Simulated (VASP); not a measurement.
# SiC (I-4m2) in VASP: single point with PBE

Aim: the single point of SiC with PBE.

Everything below comes from runs of VASP 6.6.1. Logs are shortened: lines on timing, memory, paths and dates and some standing lists are left out, and cuts for length are marked.

### 1 The cell of the first run

The structure is tetragonal, space group I-4m2 (No. 119). The conventional cell has a = 3.159 Å, b = 3.159 Å, c = 4.204 Å, α = 90.00°, β = 90.00°, γ = 90.00°. Si (site symmetry -4m2) has 4 C at 1.90 Å within 2.5 Å. Within 2.5 Å of C (site symmetry -4m2) lie 4 Si at 1.90 Å.

### 2 Single point, PBE

File INCAR:

```
SYSTEM = SiC
  PREC = Accurate
  ENCUT = 520
  EDIFF = 1E-6
  ISMEAR = 0
  SIGMA = 0.05
  LREAL = .False.
  LASPH = .True.
  NELM = 60
  ALGO = Normal
  ISIF = 2
  LWAVE = .False.
  LCHARG = .False.
  GGA = PE
  NBANDS = 11
```

File KPOINTS:

```
Automatic mesh
0
Gamma
  10 10 10
  0 0 0
```

File POSCAR:

```
SiC
1.0
    0.0000000000      2.1022340578      2.2336236864
    2.2336236864      0.0000000000      2.2336236864
    2.2336236864      2.1022340578      0.0000000000
Si C
1 1
Direct
    0.0000000000      0.0000000000      0.0000000000
    0.7500000000      0.7500000000      0.7500000000
```

Potentials or basis: VASP PAW PBE potentials, release 64 (Si, C).

The run is started by

```bash
$ cat potpaw_PBE.64/Si/POTCAR potpaw_PBE.64/C/POTCAR > POTCAR
$ mpirun -np 1 vasp_std > vasp.out
```

OUTCAR:

```text
SYSTEM = SiC
   PREC = Accurate
   ENCUT = 520
   EDIFF = 1E-6
   ISMEAR = 0
   LREAL = .False.
   LASPH = .True.
   NELM = 60
   ISIF = 2
   GGA = PE

 ion  position               nearest neighbor table
   1  0.000  0.000  0.000-   2 1.90   2 1.90   2 1.90   2 1.90
   2  0.750  0.750  0.750-   1 1.90   1 1.90   1 1.90   1 1.90

  LATTYP: Found a body centered tetragonal cell.
 ALAT       =     3.1588209105
 C/A-ratio  =     1.3310245293

  Lattice vectors:

 A1 = (   0.0000000000,  -2.1022340578,   2.2336236864)
 A2 = (   0.0000000000,  -2.1022340578,  -2.2336236864)
 A3 = (   2.2336236864,   2.1022340578,   0.0000000000)

Analysis of symmetry for initial positions (statically):
=====================================================================
 Subroutine PRICEL returns:
 Original cell was already a primitive cell.

 Routine SETGRP: Setting up the symmetry group for a
 body centered tetragonal supercell.

 Subroutine GETGRP returns: Found  8 space group operations
 (whereof  8 operations were pure point group operations)
 out of a pool of 16 trial point group operations.

The static configuration has the point symmetry D_2d.

Analysis of symmetry for dynamics (positions and initial velocities):
=====================================================================
 Subroutine PRICEL returns:
 Original cell was already a primitive cell.

 Routine SETGRP: Setting up the symmetry group for a
 body centered tetragonal supercell.

 Subroutine GETGRP returns: Found  8 space group operations
 (whereof  8 operations were pure point group operations)
 out of a pool of 16 trial point group operations.

The dynamic configuration has the point symmetry D_2d.

 Subroutine INISYM returns: Found  8 space group operations
 (whereof  8 operations are pure point group operations),
 and found     1 'primitive' translations

----------------------------------------------------------------------------------------

                                     Primitive cell

  volume of cell :      20.9764

  direct lattice vectors                    reciprocal lattice vectors
     0.000000000  2.102234058  2.233623686    -0.223851494  0.237842213  0.223851494
     2.233623686  0.000000000  2.233623686     0.223851494 -0.237842213  0.223851494
     2.233623686  2.102234058  0.000000000     0.223851494  0.237842213 -0.223851494

  length of vectors
     3.067321764  3.158820911  3.067321764     0.395964520  0.395964520  0.395964520

  position of ions in fractional coordinates (direct lattice)
     0.000000000  0.000000000  0.000000000
     0.750000000  0.750000000  0.750000000

  ion indices of the primitive-cell ions
   primitive index   ion index
                 1           1
                 2           2

----------------------------------------------------------------------------------------

 KPOINTS: Automatic mesh

Automatic generation of k-mesh.
 Grid dimensions read from file:
 generate k-points for:   10   10   10

 Generating k-lattice:

  Cartesian coordinates                     Fractional coordinates (reciprocal lattice)
    -0.022385149  0.023784221  0.022385149     0.100000000  0.000000000 -0.000000000
     0.022385149 -0.023784221  0.022385149     0.000000000  0.100000000  0.000000000
     0.022385149  0.023784221 -0.022385149    -0.000000000  0.000000000  0.100000000

  Length of vectors
     0.039596452  0.039596452  0.039596452

  Shift w.r.t. Gamma in fractional coordinates (k-lattice)
     0.000000000  0.000000000  0.000000000

 Subroutine IBZKPT returns following result:
 ===========================================

 Found    102 irreducible k-points:

 Following reciprocal coordinates:
            Coordinates               Weight
  0.000000  0.000000  0.000000      1.000000
  0.100000  0.000000 -0.000000      8.000000
  0.200000  0.000000 -0.000000      8.000000
  0.300000  0.000000 -0.000000      8.000000
  0.400000  0.000000 -0.000000      8.000000
  0.500000  0.000000  0.000000      4.000000
[... 16 lines left out ...]
  0.300000  0.300000  0.000000      4.000000
  0.400000  0.300000  0.000000     16.000000
 [... further k-points ...]
   k-points           NKPTS =    102   k-points in BZ     NKDIM =    102   number of bands    NBANDS=     11
   number of dos      NEDOS =    301   number of ions     NIONS =      2
   total plane-waves  NPLWV =  13824
   dimension x,y,z NGX =    24 NGY =   24 NGZ =   24
   dimension x,y,z NGXF=    48 NGYF=   48 NGZF=   48
   ions per type =               1   1
   NGX,Y,Z   is equivalent  to a cutoff of  13.01, 12.63, 13.01 a.u.
   NGXF,Y,Z  is equivalent  to a cutoff of  26.02, 25.26, 26.02 a.u.
 SYSTEM =  SiC
   PREC   = accura    normal or accurate (medium, high low for compatibility)
   ISTART =      0    job   : 0-new  1-cont  2-samecut
   ICHARG =      2    charge: 1-file 2-atom 10-const
   ISPIN  =      1    spin polarized calculation?
   LNONCOLLINEAR =      F non collinear calculations
   LSORBIT =      F    spin-orbit coupling
   LASPH  =      T    aspherical Exc in radial PAW
   ENCUT  =  520.0 eV  38.22 Ry    6.18 a.u.   5.70  5.87  5.70*2*pi/ulx,y,z
   NELM   =     60;   NELMIN=  2; NELMDL= -5     # of ELM steps
   EDIFF  = 0.1E-05   stopping-criterion for ELM
   LREAL  =      F    real-space projection
[... 7 lines left out ...]
   TEBEG  =    0.0;   TEEND  =   0.0 temperature during run
   PSTRESS=    0.0 pullay stress
   NELECT =       8.0000    total number of electrons
   NUPDOWN=      -1.0000    fix difference up-down
   EMIN   =  10.00;   EMAX   =-10.00  energy-range for DOS
   EFERMI =   0.00;   METHOD = LEGACY
   ISMEAR =     0;   SIGMA  =   0.05  broadening in eV -4-tet -1-fermi 0-gaus
   EFERMI_NEDOS =   21; number of points for ismear=-14 and -15
   IALGO  =     38    algorithm
   IMIX   =      4    mixing-type and parameters
     AMIX     =   0.40;   BMIX     =  1.00
     AMIX_MAG =   1.60;   BMIX_MAG =  1.00
  volume/ion in A,a.u.               =      10.49        70.78
  Fermi-wavevector in a.u.,A,eV,Ry     =   1.187211  2.243503 19.176993  1.409469
  Thomas-Fermi vector in A             =   2.323367
   LORBIT       =      0    0 simple, 1 ext, 2 COOP (PROOUT), +10 PAW based schemes
   GGA     = PE    functional components
   LHFCALC =     F    Hartree Fock is set to
   AEXX    =    0.0000 exact exchange contribution
   IVDW    =     0    specifies the selected vdW correction
   LEPSILON=     F    determine dielectric tensor
   LRPA    =     F    only Hartree local field effects (RPA)
 non-spin polarized calculation
 Gauss-broadening in eV      SIGMA  =   0.05
  energy-cutoff  :      520.00
  volume of cell :       20.98
 maximum number of plane-waves:       576
   NGX = 11   NGY = 11   NGZ = 11

 number of electron       8.0000001 magnetization

 Free energy of the ion-electron system (eV)
  ---------------------------------------------------
  ext. energy  EPLUGINS =         0.00000000
  ---------------------------------------------------
  free energy    TOTEN  =       -15.02296859 eV

  energy without entropy =      -15.02296859  energy(sigma->0) =      -15.02296859

 E-fermi :   8.5035     XC(G=0): -11.3011

 val. band max:        8.2175277698   @ k =   0.0000   0.0000   0.0000
 cond. band min:       8.9948401770   @ k =   0.5000   0.0000   0.5000
 fundamental gap:      0.7773124071
 Fermi energy:         8.5034974391

 k-point     1 :       0.0000    0.0000    0.0000
  band No.  band energies     occupation
      1      -7.3365      2.00000
      2       7.8448      2.00000
      3       7.8448      2.00000
      4       8.2175      2.00000
      5      14.0140      0.00000
      6      15.0691      0.00000
      7      15.2473      0.00000
      8      15.2473      0.00000
      9      21.4904      0.00000
     10      23.0815      0.00000
     11      24.2414      0.00000

 k-point     2 :       0.1000    0.0000   -0.0000
  band No.  band energies     occupation
      1      -7.1428      2.00000
      2       6.9425      2.00000
      3       7.6834      2.00000
      4       8.0062      2.00000
      5      14.2926      0.00000
      6      15.2113      0.00000
      7      15.4544      0.00000
      8      15.6085      0.00000
      9      20.7529      0.00000
     10      21.8859      0.00000
     11      24.3272      0.00000

 k-point     3 :       0.2000    0.0000   -0.0000
  band No.  band energies     occupation
      1      -6.5705      2.00000
      2       4.8549      2.00000
      3       7.3134      2.00000
      4       7.7413      2.00000
      5      13.9606      0.00000
      6      15.6363      0.00000
      7      15.8390      0.00000
      8      16.7019      0.00000
      9      20.4766      0.00000
     10      20.9832      0.00000
     11      23.5748      0.00000

 k-point     4 :       0.3000    0.0000   -0.0000
  band No.  band energies     occupation
      1      -5.6555      2.00000
      2       2.5649      2.00000
      3       6.9310      2.00000
      4       7.4853      2.00000
      5      13.4805      0.00000
      6      15.3062      0.00000
      7      16.0611      0.00000
      8      17.6808      0.00000
      9      21.3797      0.00000
     10      21.6764      0.00000
     11      23.2698      0.00000
[... 239 lines left out ...]
 k-point    22 :      -0.2000    0.2000    0.0000
  band No.  band energies     occupation
      1      -5.3133      2.00000
      2       3.1023      2.00000
      3       4.6221      2.00000
      4       7.4648      2.00000
      5      14.6194      0.00000
      6      15.4527      0.00000
      7      16.4812      0.00000
      8      17.0239      0.00000
      9      19.6541      0.00000
     10      23.4629      0.00000
     11      26.3661      0.00000

 k-point    23 :       0.3000    0.3000    0.0000
  band No.  band energies     occupation
      1      -5.1688      2.00000
      2       3.4083      2.00000
      3       5.7340      2.00000
      4       5.8885      2.00000
      5      11.1821      0.00000
      6      13.7685      0.00000
      7      18.6220      0.00000
      8      19.8096      0.00000
      9      20.1264      0.00000
     10      25.0603      0.00000
     11      28.7179      0.00000

 k-point    24 :       0.4000    0.3000    0.0000
  band No.  band energies     occupation
      1      -4.3299      2.00000
      2       2.2358      2.00000
      3       4.9360      2.00000
      4       5.5752      2.00000
      5      10.9682      0.00000
      6      13.8431      0.00000
      7      18.7896      0.00000
      8      20.2327      0.00000
      9      21.4396      0.00000
     10      25.9385      0.00000
     11      28.6728      0.00000

 [... further k-points ...]

------------------------ aborting loop because EDIFF is reached ----------------------------------------

  FORCE on cell =-STRESS in cart. coord.  units (eV):
  Direction    XX          YY          ZZ          XY          YZ          ZX
  --------------------------------------------------------------------------------------
  -------------------------------------------------------------------------------------
  Total       -0.6045510      1.1889543     -0.6045510      0.0000000      0.0000000      0.0000000
  in kB      -46.1755890     90.8122993    -46.1755890      0.0000000      0.0000000      0.0000000
  external PRESSURE =      -0.5129596 kB  Pullay stress =       0.0000000 kB

 VOLUME and BASIS-vectors are now :
 -----------------------------------------------------------------------------
  energy-cutoff  :      520.00
  volume of cell :       20.98
      direct lattice vectors                 reciprocal lattice vectors
     0.000000000  2.102234058  2.233623686    -0.223851494  0.237842213  0.223851494
     2.233623686  0.000000000  2.233623686     0.223851494 -0.237842213  0.223851494
     2.233623686  2.102234058  0.000000000     0.223851494  0.237842213 -0.223851494

 POSITION                                       TOTAL-FORCE (eV/Angst)
 -----------------------------------------------------------------------------------
      0.00000      0.00000      0.00000        -0.000000     -0.000000     -0.000000
      3.35044      3.15335      3.35044         0.000000      0.000000      0.000000
 -----------------------------------------------------------------------------------
    total drift:                               -0.000000      0.000000     -0.000000

  FREE ENERGIE OF THE ION-ELECTRON SYSTEM (eV)
  ---------------------------------------------------
  free  energy   TOTEN  =       -15.0229685855 eV

  energy  without entropy=      -15.0229685855  energy(sigma->0) =      -15.02296859
```

Wall time 21 s (1 thread of Intel Xeon 8259CL, shared host); peak memory 0.15 GiB.

What came out:

| Property | Result |
| --- | --- |
| Free energy | -15.0230 eV |
| Pressure | -0.1 GPa |
| Band gap on the k mesh | 0.78 eV, indirect (least direct gap 4.46 eV) |

Stress tensor (GPa, compression positive):
```
-4.62  0.00  0.00
 0.00  9.08  0.00
 0.00  0.00 -4.62
```

Caveat: the cell differs from its parent crystal (strain +e along x and -e along y +0.0000, strain +e along z and -e/2 along x and y -0.0400).
